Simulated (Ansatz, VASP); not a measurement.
# WS2 in VASP and in Ansatz

INCAR

```
PREC = Accurate ; ENCUT = 520
EDIFF = 1E-7 ; ISMEAR = 0
SIGMA = 0.05 ; LREAL = F
LASPH = T ; NELM = 60
ALGO = Normal ; ISIF = 2
LWAVE = F ; LCHARG = T
GGA = PE ; IVDW = 12
LELF = T ; LVHAR = T
NBANDS = 35
```

KPOINTS

```
regular mesh
0
Gamma
  12 12 4
```

The input POSCAR:

```
WS2
1.0
    3.1791314286      0.0093627653      0.0033034150
   -1.5814573217      2.7629453811      0.0010594846
    0.0129851234      0.0123058779     12.3744408249
W S
2 4
Direct
    0.3104192258      0.6644617087      0.2467619818
    0.6856912387      0.3502859743      0.7504191525
    0.3226960158      0.6800432683      0.6150309904
    0.6873925978      0.3331732669      0.1197989964
    0.3157307568      0.6553066901      0.8890065437
    0.6780701652      0.3167290917      0.3789823353
```

Input for Ansatz:

```yaml
crystal:
  lattice:
    - [3.1791314286, 0.0093627653, 0.003303415]
    - [-1.5814573217, 2.7629453811, 0.0010594846]
    - [0.0129851234, 0.0123058779, 12.3744408249]
  atoms:
    - { symbol: W, position: [0.3104192258, 0.6644617087, 0.2467619818] }
    - { symbol: W, position: [0.6856912387, 0.3502859743, 0.7504191525] }
    - { symbol: S, position: [0.3226960158, 0.6800432683, 0.6150309904] }
    - { symbol: S, position: [0.6873925978, 0.3331732669, 0.1197989964] }
    - { symbol: S, position: [0.3157307568, 0.6553066901, 0.8890065437] }
    - { symbol: S, position: [0.6780701652, 0.3167290917, 0.3789823353] }
basis:
  ecutwfc: 420
kpoints:
  mp_grid: { grid: [12, 12, 4] }
hamiltonian:
  xc: pbe
  dispersion: d3bj
scf:
  occupations: { method: gaussian, width: 0.05 }
output:
  forces: true
  stress: true
  eigenvalues: true
```

Change from the starting cell: all atoms moved at random (sigma 0.06 Å a component), cell strained at random (sigma 0.01).

Alike in both runs: task single point; functional PBE; dispersion D3(BJ); k mesh 12 × 12 × 4; occupations gaussian, width 0.05 eV; no spin polarisation.

|  | VASP | Ansatz |
| --- | --- | --- |
| version | VASP 6.6.1 | Ansatz 0.2.0 |
| potentials or method | VASP PAW PBE potentials, release 64 (W_sv, S), cutoff 520 eV | scalar-relativistic, plane waves, PAW |
| valence electrons in the cell | 52 | 52 |

```tsv
	VASP	Ansatz	Ansatz less VASP
gap on the k mesh at the Fermi level (eV)	0.82	0.81	-0.014
least direct gap on the mesh (eV)	1.68	1.67	-0.012
pressure (GPa)	-9.1	-9.1	+0.04
traceless stress, the component that is largest in VASP (GPa)	-4.01	-4.01	-0.005
rms of the force components (eV/Å)	1.136	1.136	+0.0004
```

Atom by atom the forces differ by 0.001 eV/Å (rms over components).

Neither program's run includes spin-orbit coupling.
